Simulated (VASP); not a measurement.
# Hf (P6_3/mmc) in VASP: notebook

The runs below take Hf through single point, with LDA.

Program: VASP 6.6.1. These are calculated values, not measurements. Logs are shortened: lines on timing, memory, paths and dates and some standing lists are left out, and cuts for length are marked.

## 1. The cell of the first run

Symmetry: P6_3/mmc, No. 194, hexagonal system. Conventional cell: a = 2.683 Å, b = 2.683 Å, c = 4.545 Å, α = 90.00°, β = 90.00°, γ = 120.00°. Within 3.5 Å of Hf (site symmetry -6m2) lie 12 Hf at 2.68 to 2.75 Å.

## 2. Single point, LDA

The input, INCAR:

```
SYSTEM = Hf
PREC = Accurate ; ENCUT = 520
EDIFF = 1E-6 ; ISMEAR = -1
SIGMA = 0.1 ; LREAL = .FALSE.
LASPH = .TRUE. ; NELM = 100
ALGO = Normal ; ISIF = 2
LWAVE = .FALSE. ; LCHARG = .FALSE.
GGA = CA ; NBANDS = 17
```

The input, KPOINTS:

```
Automatic mesh
0
G
  16 16 9
  0 0 0
```

The input, POSCAR:

```
Hf
1.0
    2.6825843260      0.0000000000      0.0000000000
   -1.3412921630      2.3231861741      0.0000000000
    0.0000000000      0.0000000000      4.5451432404
Hf
2
Direct
    0.3333333333      0.6666666667      0.2500000000
    0.6666666667      0.3333333333      0.7500000000
```

Potentials or basis: VASP PAW LDA potentials, release 64 (Hf_pv).

Launch:

```sh
cat potpaw_LDA.64/Hf_pv/POTCAR > POTCAR
mpirun -np 1 vasp_std > vasp.out
```

OUTCAR:

```text
SYSTEM = Hf
   PREC = Accurate
   ENCUT = 520
   EDIFF = 1E-6
   ISMEAR = -1
   LREAL = .FALSE.
   LASPH = .TRUE.
   NELM = 100
   ISIF = 2
   GGA = CA

 ion  position               nearest neighbor table
   1  0.333  0.667  0.250-   2 2.75   2 2.75   2 2.75   2 2.75   2 2.75   2 2.75   2 3.84   2 3.84
                             2 3.84   2 3.84   2 3.84   2 3.84
   2  0.667  0.333  0.750-   1 2.75   1 2.75   1 2.75   1 2.75   1 2.75   1 2.75   1 3.84   1 3.84
                             1 3.84   1 3.84   1 3.84   1 3.84

  LATTYP: Found a hexagonal cell.
 ALAT       =     2.6825843260
 C/A-ratio  =     1.6943151409

  Lattice vectors:

 A1 = (   2.6825843260,   0.0000000000,   0.0000000000)
 A2 = (  -1.3412921630,   2.3231861741,   0.0000000000)
 A3 = (   0.0000000000,   0.0000000000,   4.5451432404)

Analysis of symmetry for initial positions (statically):
=====================================================================
 Subroutine PRICEL returns:
 Original cell was already a primitive cell.

 Routine SETGRP: Setting up the symmetry group for a
 hexagonal supercell.

 Subroutine GETGRP returns: Found 24 space group operations
 (whereof 12 operations were pure point group operations)
 out of a pool of 24 trial point group operations.

The static configuration has the point symmetry D_3d.
 The point group associated with its full space group is D_6h.

Analysis of symmetry for dynamics (positions and initial velocities):
=====================================================================
 Subroutine PRICEL returns:
 Original cell was already a primitive cell.

 Routine SETGRP: Setting up the symmetry group for a
 hexagonal supercell.

 Subroutine GETGRP returns: Found 24 space group operations
 (whereof 12 operations were pure point group operations)
 out of a pool of 24 trial point group operations.

The dynamic configuration has the point symmetry D_3d.
 The point group associated with its full space group is D_6h.

 Subroutine INISYM returns: Found 24 space group operations
 (whereof 12 operations are pure point group operations),
 and found     1 'primitive' translations

----------------------------------------------------------------------------------------

                                     Primitive cell

  volume of cell :      28.3260

  direct lattice vectors                    reciprocal lattice vectors
     2.682584326  0.000000000  0.000000000     0.372774861  0.215221667  0.000000000
[... 73 lines left out ...]
   ions per type =               2
   NGX,Y,Z   is equivalent  to a cutoff of  12.39, 12.39, 13.17 a.u.
   NGXF,Y,Z  is equivalent  to a cutoff of  24.79, 24.79, 26.34 a.u.
 SYSTEM =  Hf
   PREC   = accura    normal or accurate (medium, high low for compatibility)
   ISTART =      0    job   : 0-new  1-cont  2-samecut
   ICHARG =      2    charge: 1-file 2-atom 10-const
   ISPIN  =      1    spin polarized calculation?
   LNONCOLLINEAR =      F non collinear calculations
   LSORBIT =      F    spin-orbit coupling
   LASPH  =      T    aspherical Exc in radial PAW
   ENCUT  =  520.0 eV  38.22 Ry    6.18 a.u.   4.99  4.99  8.45*2*pi/ulx,y,z
   NELM   =    100;   NELMIN=  2; NELMDL= -5     # of ELM steps
   EDIFF  = 0.1E-05   stopping-criterion for ELM
   LREAL  =      F    real-space projection
[... 7 lines left out ...]
   TEBEG  =    0.0;   TEEND  =   0.0 temperature during run
   PSTRESS=    0.0 pullay stress
   NELECT =      20.0000    total number of electrons
   NUPDOWN=      -1.0000    fix difference up-down
   EMIN   =  10.00;   EMAX   =-10.00  energy-range for DOS
   EFERMI =   0.00;   METHOD = LEGACY
   ISMEAR =    -1;   SIGMA  =   0.10  broadening in eV -4-tet -1-fermi 0-gaus
   EFERMI_NEDOS =   21; number of points for ismear=-14 and -15
   IALGO  =     38    algorithm
   IMIX   =      4    mixing-type and parameters
     AMIX     =   0.40;   BMIX     =  1.00
     AMIX_MAG =   1.60;   BMIX_MAG =  1.00
  volume/ion in A,a.u.               =      14.16        95.58
  Fermi-wavevector in a.u.,A,eV,Ry     =   1.457773  2.754791 28.913761  2.125101
  Thomas-Fermi vector in A             =   2.574535
   LORBIT       =      0    0 simple, 1 ext, 2 COOP (PROOUT), +10 PAW based schemes
   GGA     = CA    functional components
   LHFCALC =     F    Hartree Fock is set to
   AEXX    =    0.0000 exact exchange contribution
   IVDW    =     0    specifies the selected vdW correction
   LEPSILON=     F    determine dielectric tensor
   LRPA    =     F    only Hartree local field effects (RPA)
 non-spin polarized calculation
  energy-cutoff  :      520.00
  volume of cell :       28.33
 maximum number of plane-waves:       781
 NGX is ok and might be reduce to    20
   NGX =  9   NGY =  9   NGZ = 17

 number of electron      19.9999997 magnetization

 Free energy of the ion-electron system (eV)
  ---------------------------------------------------
  ext. energy  EPLUGINS =         0.00000000
  ---------------------------------------------------
  free energy    TOTEN  =       -18.66212648 eV

  energy without entropy =      -18.62116283  energy(sigma->0) =      -18.64164465

 E-fermi :   8.4801     XC(G=0): -13.7228

 val. band max:        8.4728143574   @ k =   0.1250   0.0625   0.1111
 cond. band min:       8.4830441501   @ k =   0.1250  -0.0000   0.2222
 fundamental gap:      0.0102297928
 Fermi energy:         8.4801236347

 k-point     1 :       0.0000    0.0000    0.0000
  band No.  band energies     occupation
      1     -23.0221      2.00000
      2     -20.0652      2.00000
      3     -20.0652      2.00000
      4     -19.9182      2.00000
      5     -19.7257      2.00000
      6     -19.7257      2.00000
[... 457 lines left out ...]
      4     -21.0188      2.00000
      5     -20.5960      2.00000
      6     -20.3932      2.00000
[... 9 lines left out ...]
     16      17.1115      0.00000
     17      18.9012      0.00000

 [... further k-points ...]
[... 5 lines left out ...]
  --------------------------------------------------------------------------------------
  -------------------------------------------------------------------------------------
  Total       15.3655240     15.3655240     15.3787061      0.0000000     -0.0000000      0.0000000
  in kB      869.1064757    869.1064757    869.8520820      0.0000000     -0.0000000      0.0000000
  external PRESSURE =     869.3550111 kB  Pullay stress =       0.0000000 kB

 VOLUME and BASIS-vectors are now :
 -----------------------------------------------------------------------------
  energy-cutoff  :      520.00
  volume of cell :       28.33
      direct lattice vectors                 reciprocal lattice vectors
     2.682584326  0.000000000  0.000000000     0.372774861  0.215221667  0.000000000
    -1.341292163  2.323186174  0.000000000     0.000000000  0.430443333  0.000000000
     0.000000000  0.000000000  4.545143240     0.000000000  0.000000000  0.220015068

 POSITION                                       TOTAL-FORCE (eV/Angst)
 -----------------------------------------------------------------------------------
     -0.00000      1.54879      1.13629         0.000000     -0.000000      0.000000
      1.34129      0.77440      3.40886        -0.000000      0.000000      0.000000
 -----------------------------------------------------------------------------------
    total drift:                                0.000000     -0.000000      0.000000

  FREE ENERGIE OF THE ION-ELECTRON SYSTEM (eV)
  ---------------------------------------------------
  free  energy   TOTEN  =       -18.6621264776 eV

  energy  without entropy=      -18.6211628306  energy(sigma->0) =      -18.64164465
```

stdout:

```text
POSCAR found type information on POSCAR Hf
 POSCAR found :  1 types and       2 ions
 scaLAPACK will be used
 LDA part: xc-table for (Slater(with rela. corr.)+CA(PZ))
 , standard interpolation
 POSCAR, INCAR and KPOINTS ok, starting setup
 FFT: planning ... GRIDC
 FFT: planning ... GRID_SOFT
 FFT: planning ... GRID
 WAVECAR not read
 entering main loop
```

Run time: 31 s. Hardware: 1 thread of Intel Xeon Platinum 8559C (Emerald Rapids), shared host; peak memory 0.17 GiB.

What came out:

```yaml
Free_energy: -18.6621 eV
Pressure: 86.9 GPa
Band_gap_on_the_k_mesh: zero (band 10 reaches 10.00 eV, above the bottom of band 11 at 7.81 eV)
```

Caveat: spin-orbit coupling is left out, which moves the levels of the heavy elements.

## 3. Single point, LDA

This run uses another cell than the first one, of 20.83 Å³/atom, 1.471 times its volume.

The input, INCAR:

```
  PREC = Accurate
  ENCUT = 520
  EDIFF = 1E-6
  ISMEAR = -1
  SIGMA = 0.1
  LREAL = False
  LASPH = True
  NELM = 100
  ALGO = Normal
  ISIF = 2
  LWAVE = False
  LCHARG = False
  NBANDS = 17
```

The input, KPOINTS:

```
regular mesh
0
Gamma
  16 16 9
```

The input, POSCAR:

```
Hf
1.0
    3.1173710866      0.0000000000      0.0000000000
   -1.5586855433      2.6997225540      0.0000000000
    0.0000000000      0.0000000000      4.9495808334
Hf
2
Direct
    0.3333333333      0.6666666667      0.2500000000
    0.6666666667      0.3333333333      0.7500000000
```

Potentials or basis: VASP PAW LDA potentials, release 64 (Hf_pv).

Launch:

```sh
cat potpaw_LDA.64/Hf_pv/POTCAR > POTCAR
mpirun -np 1 vasp_std > vasp.out
```

OUTCAR:

```text
PREC = Accurate
   ENCUT = 520
   EDIFF = 1E-6
   ISMEAR = -1
   LREAL = False
   LASPH = True
   NELM = 100
   ISIF = 2

 ion  position               nearest neighbor table
   1  0.333  0.667  0.250-   2 3.06   2 3.06   2 3.06   2 3.06   2 3.06   2 3.06
   2  0.667  0.333  0.750-   1 3.06   1 3.06   1 3.06   1 3.06   1 3.06   1 3.06

  LATTYP: Found a hexagonal cell.
 ALAT       =     3.1173710866
 C/A-ratio  =     1.5877419453

  Lattice vectors:

 A1 = (   3.1173710866,   0.0000000000,   0.0000000000)
 A2 = (  -1.5586855433,   2.6997225540,   0.0000000000)
 A3 = (   0.0000000000,   0.0000000000,   4.9495808334)

Analysis of symmetry for initial positions (statically):
=====================================================================
 Subroutine PRICEL returns:
 Original cell was already a primitive cell.

 Routine SETGRP: Setting up the symmetry group for a
 hexagonal supercell.

 Subroutine GETGRP returns: Found 24 space group operations
 (whereof 12 operations were pure point group operations)
 out of a pool of 24 trial point group operations.

[... 155 lines left out ...]

 Free energy of the ion-electron system (eV)
  ---------------------------------------------------
  ext. energy  EPLUGINS =         0.00000000
  ---------------------------------------------------
  free energy    TOTEN  =       -21.41741159 eV

  energy without entropy =      -21.36233434  energy(sigma->0) =      -21.38987297

 E-fermi :   5.2851     XC(G=0): -11.8000

 val. band max:        5.2791946499   @ k =   0.3125   0.3125   0.4444
 cond. band min:       5.2869101056   @ k =   0.0625   0.0625   0.4444
 fundamental gap:      0.0077154557
 Fermi energy:         5.2850933904

 k-point     1 :       0.0000    0.0000    0.0000
  band No.  band energies     occupation
      1     -25.5943      2.00000
      2     -24.6423      2.00000
      3     -24.6423      2.00000
      4     -24.4820      2.00000
      5     -24.4820      2.00000
      6     -24.4806      2.00000
[... 457 lines left out ...]
      4     -24.8675      2.00000
      5     -24.6964      2.00000
      6     -24.6949      2.00000
[... 9 lines left out ...]
     16      11.6538      0.00000
     17      11.6823      0.00000

 [... further k-points ...]
[... 5 lines left out ...]
  --------------------------------------------------------------------------------------
  -------------------------------------------------------------------------------------
  Total        0.0247347      0.0247347      0.0159513     -0.0000000     -0.0000000     -0.0000000
  in kB        0.9513532      0.9513532      0.6135218     -0.0000000     -0.0000000     -0.0000000
  external PRESSURE =       0.8387427 kB  Pullay stress =       0.0000000 kB

 VOLUME and BASIS-vectors are now :
 -----------------------------------------------------------------------------
  energy-cutoff  :      520.00
  volume of cell :       41.66
      direct lattice vectors                 reciprocal lattice vectors
     3.117371087  0.000000000  0.000000000     0.320783113  0.185204216  0.000000000
    -1.558685543  2.699722554  0.000000000     0.000000000  0.370408433  0.000000000
     0.000000000  0.000000000  4.949580833     0.000000000  0.000000000  0.202037311

 POSITION                                       TOTAL-FORCE (eV/Angst)
 -----------------------------------------------------------------------------------
     -0.00000      1.79982      1.23740        -0.000000     -0.000000      0.000000
      1.55869      0.89991      3.71219         0.000000      0.000000      0.000000
 -----------------------------------------------------------------------------------
    total drift:                               -0.000000      0.000000     -0.000000

  FREE ENERGIE OF THE ION-ELECTRON SYSTEM (eV)
  ---------------------------------------------------
  free  energy   TOTEN  =       -21.4174115920 eV

  energy  without entropy=      -21.3623343420  energy(sigma->0) =      -21.38987297
```

It took 47 s on 1 thread of Intel Xeon Platinum 8559C (Emerald Rapids), shared host; peak memory 0.2 GiB.

What came out:

```yaml
Free_energy: -21.4174 eV
Pressure: 0.1 GPa
Band_gap_on_the_k_mesh: zero (band 10 reaches 6.44 eV, above the bottom of band 11 at 5.06 eV)
```

Caveat: spin-orbit coupling is left out, which moves the levels of the heavy elements.
